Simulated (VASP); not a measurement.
# CuO (P6_3mc) in VASP: further runs, part 2 of 3

VASP 6.6.1. Earlier steps stand in the parts before.

## Step 3: Single point, BLYP+D3(BJ)

This run uses another cell than the first one, of 11.34 Å³/atom.

File INCAR:

```
PREC = Accurate
ENCUT = 520
EDIFF = 1E-7
ISMEAR = -1
SIGMA = 0.05
LREAL = False
LASPH = True
NELM = 100
ALGO = Normal
ISIF = 2
LWAVE = False
LCHARG = False
GGA = B5
ALDAX = 1.0
AGGAX = 1.0
AGGAC = 1.0
ALDAC = 0.0
IVDW = 12
VDW_S6 = 1.0
VDW_S8 = 2.6996
VDW_A1 = 0.4298
VDW_A2 = 4.2359
NBANDS = 25
```

File KPOINTS:

```
Automatic mesh
0
Gamma
  9 9 5
```

File POSCAR:

```
CuO
1.0
    3.1182822073     -0.0000000027      0.0000000000
   -1.5591411013      2.7005116090      0.0000000000
    0.0000000000      0.0000000000      5.3870826991
Cu O
2 2
Direct
    0.6666666667      0.3333333333     -0.0097262566
    0.3333333333      0.6666666667      0.4902737434
    0.6666666667      0.3333333333      0.6349262566
    0.3333333333      0.6666666667      0.1349262566
```

Potentials or basis: VASP PAW PBE potentials, release 64 (Cu, O).

On the command line:

```console
$ cat potpaw_PBE.64/Cu/POTCAR potpaw_PBE.64/O/POTCAR > POTCAR
$ mpirun -np 1 vasp_std > vasp.out
```

OUTCAR:

```text
PREC = Accurate
   ENCUT = 520
   EDIFF = 1E-7
   ISMEAR = -1
   LREAL = False
   LASPH = True
   NELM = 100
   ISIF = 2
   GGA = B5
   IVDW = 12
 IVDW          = 12

 ion  position               nearest neighbor table
   1  0.667  0.333  0.990-   3 1.91   4 1.96   4 1.96   4 1.96
   2  0.333  0.667  0.490-   4 1.91   3 1.96   3 1.96   3 1.96
   3  0.667  0.333  0.635-   1 1.91   2 1.96   2 1.96   2 1.96
   4  0.333  0.667  0.135-   2 1.91   1 1.96   1 1.96   1 1.96

  LATTYP: Found a hexagonal cell.
 ALAT       =     3.1182822073
 C/A-ratio  =     1.7275802320

  Lattice vectors:

 A1 = (   3.1182822073,  -0.0000000027,   0.0000000000)
 A2 = (  -1.5591411013,   2.7005116090,   0.0000000000)
 A3 = (   0.0000000000,   0.0000000000,   5.3870826991)

Analysis of symmetry for initial positions (statically):
=====================================================================
 Subroutine PRICEL returns:
 Original cell was already a primitive cell.

 Routine SETGRP: Setting up the symmetry group for a
 hexagonal supercell.

 Subroutine GETGRP returns: Found 12 space group operations
 (whereof  6 operations were pure point group operations)
 out of a pool of 24 trial point group operations.

The static configuration has the point symmetry C_3v.
 The point group associated with its full space group is C_6v.

Analysis of symmetry for dynamics (positions and initial velocities):
=====================================================================
 Subroutine PRICEL returns:
 Original cell was already a primitive cell.

 Routine SETGRP: Setting up the symmetry group for a
 hexagonal supercell.

 Subroutine GETGRP returns: Found 12 space group operations
 (whereof  6 operations were pure point group operations)
 out of a pool of 24 trial point group operations.

The dynamic configuration has the point symmetry C_3v.
 The point group associated with its full space group is C_6v.

 Subroutine INISYM returns: Found 12 space group operations
 (whereof  6 operations are pure point group operations),
 and found     1 'primitive' translations

----------------------------------------------------------------------------------------

                                     Primitive cell

  volume of cell :      45.3644

  direct lattice vectors                    reciprocal lattice vectors
     3.118282207 -0.000000003  0.000000000     0.320689384  0.185150102  0.000000000
    -1.559141101  2.700511609  0.000000000     0.000000000  0.370300204  0.000000000
     0.000000000  0.000000000  5.387082699     0.000000000  0.000000000  0.185629228

  length of vectors
     3.118282207  3.118282207  5.387082699     0.370300204  0.370300204  0.185629228

  position of ions in fractional coordinates (direct lattice)
     0.666666667  0.333333333  0.990273743
     0.333333333  0.666666667  0.490273743
     0.666666667  0.333333333  0.634926257
     0.333333333  0.666666667  0.134926257

  ion indices of the primitive-cell ions
   primitive index   ion index
                 1           1
                 2           2
                 3           3
                 4           4

----------------------------------------------------------------------------------------

 KPOINTS: Automatic mesh

Automatic generation of k-mesh.
 Grid dimensions read from file:
 generate k-points for:    9    9    5

 Generating k-lattice:

  Cartesian coordinates                     Fractional coordinates (reciprocal lattice)
     0.035632154  0.020572234  0.000000000     0.111111111  0.000000000  0.000000000
     0.000000000  0.041144467  0.000000000    -0.000000000  0.111111111  0.000000000
     0.000000000  0.000000000  0.037125846     0.000000000  0.000000000  0.200000000

  Length of vectors
     0.041144467  0.041144467  0.037125846

  Shift w.r.t. Gamma in fractional coordinates (k-lattice)
     0.000000000  0.000000000  0.000000000

 Subroutine IBZKPT returns following result:
 ===========================================

 Found     36 irreducible k-points:

 Following reciprocal coordinates:
            Coordinates               Weight
  0.000000  0.000000  0.000000      1.000000
  0.111111  0.000000  0.000000      6.000000
  0.222222  0.000000  0.000000      6.000000
  0.333333  0.000000  0.000000      6.000000
  0.444444  0.000000  0.000000      6.000000
  0.111111  0.111111  0.000000      6.000000
[... 16 lines left out ...]
  0.333333  0.222222  0.200000     24.000000
  0.333333  0.333333  0.200000      4.000000
 [... further k-points ...]
   k-points           NKPTS =     36   k-points in BZ     NKDIM =     36   number of bands    NBANDS=     25
   number of dos      NEDOS =    301   number of ions     NIONS =      4
   total plane-waves  NPLWV =  23040
   dimension x,y,z NGX =    24 NGY =   24 NGZ =   40
   dimension x,y,z NGXF=    48 NGYF=   48 NGZF=   80
   ions per type =               2   2
   NGX,Y,Z   is equivalent  to a cutoff of  12.80, 12.80, 12.34 a.u.
   NGXF,Y,Z  is equivalent  to a cutoff of  25.59, 25.59, 24.69 a.u.
 SYSTEM =  unknown system
   PREC   = accura    normal or accurate (medium, high low for compatibility)
   ISTART =      0    job   : 0-new  1-cont  2-samecut
   ICHARG =      2    charge: 1-file 2-atom 10-const
   ISPIN  =      1    spin polarized calculation?
   LNONCOLLINEAR =      F non collinear calculations
   LSORBIT =      F    spin-orbit coupling
   LASPH  =      T    aspherical Exc in radial PAW
   ENCUT  =  520.0 eV  38.22 Ry    6.18 a.u.   5.80  5.80 10.02*2*pi/ulx,y,z
   NELM   =    100;   NELMIN=  2; NELMDL= -5     # of ELM steps
   EDIFF  = 0.1E-06   stopping-criterion for ELM
   LREAL  =      F    real-space projection
   EDIFFG = 0.1E-05   stopping-criterion for IOM
   NSW    =      0    number of steps for IOM
   IBRION =     -1    ionic relax: 0-MD 1-quasi-New 2-CG
   NFREE  =      0    steps in history (QN), initial steepest desc. (CG)
   ISIF   =      2    stress and relaxation
   ISYM   =      2    0-nonsym 1-usesym 2-fastsym
   POTIM  = 0.5000    time-step for ionic-motion
   TEBEG  =    0.0;   TEEND  =   0.0 temperature during run
   PSTRESS=    0.0 pullay stress
   NELECT =      34.0000    total number of electrons
   NUPDOWN=      -1.0000    fix difference up-down
   EMIN   =  10.00;   EMAX   =-10.00  energy-range for DOS
   EFERMI =   0.00;   METHOD = LEGACY
   ISMEAR =    -1;   SIGMA  =   0.05  broadening in eV -4-tet -1-fermi 0-gaus
   EFERMI_NEDOS =   21; number of points for ismear=-14 and -15
   IALGO  =     38    algorithm
   IMIX   =      4    mixing-type and parameters
     AMIX     =   0.40;   BMIX     =  1.00
     AMIX_MAG =   1.60;   BMIX_MAG =  1.00
  volume/ion in A,a.u.               =      11.34        76.53
  Fermi-wavevector in a.u.,A,eV,Ry     =   1.487063  2.810142 30.087339  2.211357
  Thomas-Fermi vector in A             =   2.600271
   LORBIT       =      0    0 simple, 1 ext, 2 COOP (PROOUT), +10 PAW based schemes
   GGA     = B5    functional components
   LHFCALC =     F    Hartree Fock is set to
   AEXX    =    0.0000 exact exchange contribution
   IVDW    =    12    specifies the selected vdW correction
   LEPSILON=     F    determine dielectric tensor
   LRPA    =     F    only Hartree local field effects (RPA)
 non-spin polarized calculation
  energy-cutoff  :      520.00
  volume of cell :       45.36
 maximum number of plane-waves:      1229
 NGX is ok and might be reduce to    24
   NGX = 11   NGY = 11   NGZ = 21

 number of electron      33.9999965 magnetization

 Free energy of the ion-electron system (eV)
  ---------------------------------------------------
  ext. energy  EPLUGINS =         0.00000000
  ---------------------------------------------------
  free energy    TOTEN  =       -17.66912060 eV

  energy without entropy =      -17.63248574  energy(sigma->0) =      -17.65080317

 E-fermi :   4.5289     XC(G=0): -10.6521

 val. band max:        4.5274656747   @ k =   0.2222   0.2222   0.2000
 cond. band min:       4.5341956950   @ k =   0.3333   0.0000   0.2000
 fundamental gap:      0.0067300202
 Fermi energy:         4.5288882027

 k-point     1 :       0.0000    0.0000    0.0000
  band No.  band energies     occupation
      1     -14.3576      2.00000
      2     -13.7286      2.00000
      3      -1.7046      2.00000
      4      -0.6715      2.00000
      5      -0.2297      2.00000
      6      -0.2297      2.00000
[... 661 lines left out ...]
     24      15.2561      0.00000
     25      18.6407      0.00000

 [... further k-points ...]

------------------------ aborting loop because EDIFF is reached ----------------------------------------

 Edisp (eV)   -2.18519

 E8    (eV) :    -1.5133

  FORCE on cell =-STRESS in cart. coord.  units (eV):
  Direction    XX          YY          ZZ          XY          YZ          ZX
  --------------------------------------------------------------------------------------
  -------------------------------------------------------------------------------------
  Total       0.19054     0.19054     0.28021     0.00000    -0.00000     0.00000
  in kB       6.72933     6.72933     9.89636     0.00000    -0.00000     0.00000
  external pressure =        7.79 kB  Pullay stress =        0.00 kB

 VOLUME and BASIS-vectors are now :
 -----------------------------------------------------------------------------
  energy-cutoff  :      520.00
  volume of cell :       45.36
      direct lattice vectors                 reciprocal lattice vectors
     3.118282207 -0.000000003  0.000000000     0.320689384  0.185150102  0.000000000
    -1.559141101  2.700511609  0.000000000     0.000000000  0.370300204  0.000000000
     0.000000000  0.000000000  5.387082699     0.000000000  0.000000000  0.185629228

 POSITION                                       TOTAL-FORCE (eV/Angst)
 -----------------------------------------------------------------------------------
      1.55914      0.90017      5.33469         0.000000     -0.000000      0.015084
      0.00000      1.80034      2.64115        -0.000000      0.000000      0.015084
      1.55914      0.90017      3.42040        -0.000000     -0.000000     -0.015084
      0.00000      1.80034      0.72686         0.000000     -0.000000     -0.015084
 -----------------------------------------------------------------------------------
    total drift:                               -0.000001     -0.000002      0.000494

  FREE ENERGIE OF THE ION-ELECTRON SYSTEM (eV)
  ---------------------------------------------------
  free  energy   TOTEN  =       -19.8543081851 eV

  energy  without entropy=      -19.8176733300  energy(sigma->0) =      -19.83599076
```

stdout:

```text
POSCAR found type information on POSCAR CuO
 POSCAR found :  2 types and       4 ions
 scaLAPACK will be used
 -----------------------------------------------------------------------------
|                                                                             |
|                                                                             |
|     You enforced a specific xc type in the INCAR file but a different       |
|     I HOPE YOU KNOW WHAT YOU ARE DOING!                                     |
|                                                                             |
 -----------------------------------------------------------------------------

 LDA part: xc-table for (Slater(with rela. corr.)+VWN5), standard interpolation
 POSCAR, INCAR and KPOINTS ok, starting setup
 FFT: planning ... GRIDC
 FFT: planning ... GRID_SOFT
 FFT: planning ... GRID
 WAVECAR not read
 entering main loop
```

Run time: 92 s. Hardware: 1 thread of Intel Xeon 8259CL, shared host; peak memory 0.19 GiB.

What came out:

* Free energy: -19.8543 eV
* Pressure: 0.8 GPa
* Largest force: 0.015 eV/Å
* Band gap on the k mesh: zero (bands 17 and 18 overlap by 1.33 eV)
* Dispersion energy per atom: -0.546 eV

Forces on the atoms (eV/Å):
```
Cu   0.000  0.000  0.015
Cu   0.000  0.000  0.015
O    0.000  0.000 -0.015
O    0.000  0.000 -0.015
```

Caveat: the PAW data sets were made with another functional, which shifts forces and pressure a little; semilocal functionals often make such compounds metallic where correlation or magnetic order opens a gap, which also shifts bond lengths. With open d or f shells a metallic result of BLYP can be an artefact of self-interaction; +U or a hybrid may open a gap.

## Step 4: Single point, PBE

This run uses another cell than the first one, of 11.85 Å³/atom.

File INCAR:

```
SYSTEM = CuO
PREC = Accurate ; ENCUT = 520
EDIFF = 1E-6 ; ISMEAR = -1
SIGMA = 0.05 ; LREAL = .FALSE.
LASPH = .TRUE. ; NELM = 60
ALGO = Normal ; ISIF = 2
LWAVE = .FALSE. ; LCHARG = .FALSE.
GGA = PE ; NBANDS = 25
```

File KPOINTS:

```
regular mesh
0
G
  9 9 5
  0 0 0
```

File POSCAR:

```
CuO
1.0
    3.2209030567      0.0000000000      0.0000000000
   -1.6104515235      2.7893838657      0.0000000000
    0.0000000000      0.0000000000      5.2750955479
Cu O
2 2
Direct
    0.6666666667      0.3333333333      0.0000000000
    0.3333333333      0.6666666667      0.5000000000
    0.6666666667      0.3333333333      0.6252000000
    0.3333333333      0.6666666667      0.1252000000
```

On the command line:

```console
$ cat potpaw_PBE.64/Cu/POTCAR potpaw_PBE.64/O/POTCAR > POTCAR
$ mpirun -np 1 vasp_std > vasp.out
```

It took 69 s on 1 thread of Intel Xeon 8259CL, shared host; peak memory 0.18 GiB.

It converged, with:

```yaml
Free_energy: -19.0891 eV
Pressure: -2.0 GPa
Largest_force: 0.099 eV/Å
Band_gap_on_the_k_mesh: zero (bands 17 and 18 overlap by 1.44 eV)
```

Forces in eV/Å, atoms in the order of the input:
```
Cu   0.000  0.000 -0.099
Cu   0.000  0.000 -0.099
O    0.000  0.000  0.099
O    0.000  0.000  0.099
```

Stress tensor (GPa, compression positive):
```
-2.59  0.00  0.00
 0.00 -2.59  0.00
 0.00  0.00 -0.71
```

Levels at points of the mesh, in eV from the Fermi level:
| k point | band 14 | band 15 | band 16 | band 17 | band 18 | band 19 | band 20 | band 21 |
| --- | --- | --- | --- | --- | --- | --- | --- | --- |
| (0.00, 0.00, 0.00) | 0.02 | 0.02 | 0.68 | 0.80 | 0.80 | 1.05 | 5.92 | 7.95 |

Caveat: semilocal functionals often make such compounds metallic where correlation or magnetic order opens a gap, which also shifts bond lengths. With open d or f shells a metallic result of PBE can be an artefact of self-interaction; +U or a hybrid may open a gap.

## Step 5: Single point, PBE

This run uses another cell than the first one, of 12.10 Å³/atom.

File INCAR:

```
PREC = Accurate
ENCUT = 520
EDIFF = 1E-7
ISMEAR = -1
SIGMA = 0.05
LREAL = F
LASPH = T
NELM = 60
ALGO = Normal
ISIF = 2
LWAVE = F
LCHARG = F
GGA = PE
NBANDS = 25
```

File KPOINTS:

```
Automatic mesh
0
Gamma
  9 9 5
```

File POSCAR:

```
CuO
1.0
    3.2435862200      0.0000000000      0.0000000000
   -1.6217931051      2.8090280613      0.0000000000
    0.0000000000      0.0000000000      5.3122453321
Cu O
2 2
Direct
    0.6666666667      0.3333333333      0.0000000000
    0.3333333333      0.6666666667      0.5000000000
    0.6666666667      0.3333333333      0.6252000000
    0.3333333333      0.6666666667      0.1252000000
```

On the command line:

```console
$ cat potpaw_PBE.64/Cu/POTCAR potpaw_PBE.64/O/POTCAR > POTCAR
$ mpirun -np 1 vasp_std > vasp.out
```

It took 77 s on 1 thread of Intel Xeon 8259CL, shared host; peak memory 0.18 GiB.

Results (log left out):

| Quantity | Value |
| --- | --- |
| Free energy | -19.0702 eV |
| Pressure | -4.4 GPa |
| Largest force | 0.090 eV/Å |
| Band gap on the k mesh | zero (bands 17 and 18 overlap by 1.40 eV) |

Forces in eV/Å, atoms in the order of the input:
```
Cu   0.000  0.000 -0.090
Cu   0.000  0.000 -0.090
O    0.000  0.000  0.090
O    0.000  0.000  0.090
```

Stress tensor (GPa, compression positive):
```
-5.00  0.00  0.00
 0.00 -5.00  0.00
 0.00  0.00 -3.32
```

Levels at points of the mesh, in eV from the Fermi level:
```
           k point  band 14  band 15  band 16  band 17  band 18  band 19  band 20  band 21
(0.00, 0.00, 0.00)     0.02     0.02     0.67     0.78     0.78     1.02     5.84     7.88
```

Caveat: the cell stands under tension; semilocal functionals often make such compounds metallic where correlation or magnetic order opens a gap, which also shifts bond lengths. With open d or f shells a metallic result of PBE can be an artefact of self-interaction; +U or a hybrid may open a gap.

(Continued in part 3 of 3.)

The gap in the log of VASP goes by the Fermi energy; the results here count the filled bands.